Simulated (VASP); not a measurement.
InAg2: single point with PBE

The system is InAg2.

```
In Ag
1.0
     3.26823    0.00000    0.00000
    -1.63411    2.83037    0.00000
     0.00000    0.00000    6.70265
In Ag
1 2
Direct
  0.00000 0.00000 0.00000
  0.33333 0.66667 0.33828
  0.66667 0.33333 0.66172
```

The cell was generated, and may not be a known phase.

```yaml
Program: VASP 6.6.1
Task: single point
Functional: PBE
Potentials_or_basis: VASP PAW PBE potentials, release 64 (In_d, Ag)
Cutoff: 520 eV
k_mesh: 6 × 6 × 2
Occupations: gaussian, width 0.1 eV
Spin: no spin polarisation
Dipole_correction: no
Further_INCAR_settings: ALGO = Normal; EDIFF = 1e-06; NBANDS = 24
```

The pressure is 0.0 GPa. The largest force is 0.007 eV/Å and the band gap on the k mesh is zero (an odd number of electrons rules out a gap without spin polarisation).

Forces on the atoms (eV/Å):
```
In   0.000  0.000  0.000
Ag   0.000  0.000  0.007
Ag   0.000  0.000 -0.007
```

Stress tensor (GPa, compression positive):
```
 0.06  0.00  0.00
 0.00  0.06  0.00
 0.00  0.00 -0.16
```

Levels at points of the mesh, in eV from the Fermi level:
```
           k point  band 14  band 15  band 16  band 17  band 18  band 19  band 20  band 21  band 22  band 23
(0.00, 0.00, 0.00)    -3.97    -3.65    -3.62    -3.62    -3.57     7.45     8.44    10.37    10.37    12.18
(0.50, 0.00, 0.00)    -3.60    -3.42    -2.48    -1.78     0.40     1.63     2.68     3.45     5.52     9.64
(0.00, 0.00, 0.50)    -3.97    -3.97    -3.56    -3.56    -0.30     2.79    10.15    10.15    11.82    13.22
(0.50, 0.00, 0.50)    -3.60    -3.45    -2.34    -2.24    -0.65     0.60     6.02     6.08     6.21     6.85
```

Run time: 16 s on 1 thread of Intel(R) Xeon(R) Platinum 8488C (Sapphire Rapids), with other jobs on the host, peak memory 0.17 GiB.

Caveat: the k points lie up to 0.47 Å⁻¹ apart, too coarse for converged energies and pressures of a metal; spin-orbit coupling is left out, which moves the levels of the heavy elements.
